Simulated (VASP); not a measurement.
The system is Ta2H.

```
Ta H
1.0
     3.37244    0.00000    0.00000
     0.00000    3.37244    0.00000
     0.00000    0.00000    3.41011
Ta H
2 1
Cartesian
  1.6862 0.0000 2.5280
  0.0000 1.6862 0.8821
  0.0000 0.0000 0.0000
```

| Item | Value |
| --- | --- |
| Program | VASP 6.6.1 |
| Task | relaxation of volume and atoms at fixed shape |
| Functional | LDA |
| Potentials or basis | VASP PAW LDA potentials, release 64 (Ta_pv, H) |
| Cutoff | 600 eV |
| k mesh | 6 × 6 × 6 |
| Occupations | fermi-dirac, width 0.1 eV |
| Spin | no spin polarisation |

At the start: pressure -7.9 GPa; volume 12.93 Å³/atom.

How do energy, volume and symmetry change on relaxing?

Over 6 steps the energy falls by 11.9 meV/atom and the volume is 12.45 Å³/atom (-3.7 %); space group P-4m2 (No. 115, to 0.05 Å).

The path:
| step | energy change (eV) | largest force (eV/Å) | pressure (GPa) | volume (Å³) |
| --- | --- | --- | --- | --- |
| 1 | 0.0000 | 0.0566 | -7.85 | 38.78 |
| 2 | 0.0501 | 0.0471 | 14.15 | 35.34 |
| 3 | -0.0354 | 0.0557 | -0.13 | 37.39 |
| 4 | -0.0354 | 0.0560 | 0.00 | 37.36 |
| 5 | -0.0354 | 0.0559 | 0.17 | 37.34 |
| 6 | -0.0356 | 0.0007 | 0.22 | 37.34 |

Final structure:
```yaml
crystal:
  lattice:
    - [3.32990, 0.00000, 0.00000]
    - [0.00000, 3.32990, 0.00000]
    - [0.00000, 0.00000, 3.36710]
  atoms:
    - { symbol: Ta, position: [0.50000, 0.00000, 0.74029] }
    - { symbol: Ta, position: [0.00000, 0.50000, 0.25971] }
    - { symbol: H, position: [0.00000, 0.00000, 0.00000] }
```
